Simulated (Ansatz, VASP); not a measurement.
**Two plane-wave programs on MgS**

File INCAR:

```
SYSTEM = MgS
ALGO = Normal ; EDIFF = 1E-6
ENCUT = 520 ; GGA = PS
ISIF = 2 ; ISMEAR = 0
LASPH = .True. ; LCHARG = .False.
LREAL = .False. ; LWAVE = .False.
NBANDS = 11 ; NELM = 100
PREC = Accurate ; SIGMA = 0.05
```

KPOINTS

```
k-points
0
Gamma
  8 8 8
  0 0 0
```

Contents of POSCAR:

```
MgS
1.0
    0.0000000000      2.5626252500      2.5626252500
    2.5626252500      0.0000000000      2.5626252500
    2.5626252500      2.5626252500      0.0000000000
Mg S
1 1
Direct
    0.0000000000      0.0000000000      0.0000000000
    0.5000000000      0.5000000000      0.5000000000
```

Input for Ansatz:

```yaml
crystal:
  lattice:
    - [0.0, 2.56262525, 2.56262525]
    - [2.56262525, 0.0, 2.56262525]
    - [2.56262525, 2.56262525, 0.0]
  atoms:
    - { symbol: Mg, position: [0.0, 0.0, 0.0] }
    - { symbol: S, position: [0.5, 0.5, 0.5] }
basis:
  ecutwfc: 420
kpoints:
  mp_grid: { grid: [8, 8, 8] }
hamiltonian:
  xc: pbesol
scf:
  occupations: { method: gaussian, width: 0.05 }
output:
  forces: true
  stress: true
  eigenvalues: true
```

Change from the starting cell: strain -0.015 along x and y, -0.015 along z, atoms carried along.

Alike in both runs: task single point; functional PBEsol; k mesh 8 × 8 × 8; occupations gaussian, width 0.05 eV; no spin polarisation.

|  | VASP | Ansatz |
| --- | --- | --- |
| version | VASP 6.6.1 | Ansatz 0.2.0 |
| potentials or method | VASP PAW PBE potentials, release 64 (Mg, S), cutoff 520 eV | scalar-relativistic, plane waves, PAW |
| valence electrons in the cell | 8 | 16 |

|  | VASP | Ansatz | Ansatz less VASP |
| --- | --- | --- | --- |
| gap on the k mesh at the Fermi level (eV) | 2.80 | 2.79 | -0.006 |
| least direct gap on the mesh (eV) | 3.96 | 3.96 | -0.001 |
| pressure (GPa) | 2.6 | 2.8 | +0.19 |

VASP's potentials were made for PBE, not for PBEsol. With one functional, cell and mesh, what is left measures potentials, basis and numerics. VASP's potentials hold 8 valence electrons a cell and Ansatz's 16, so a difference there can come from the potentials and not from the codes.
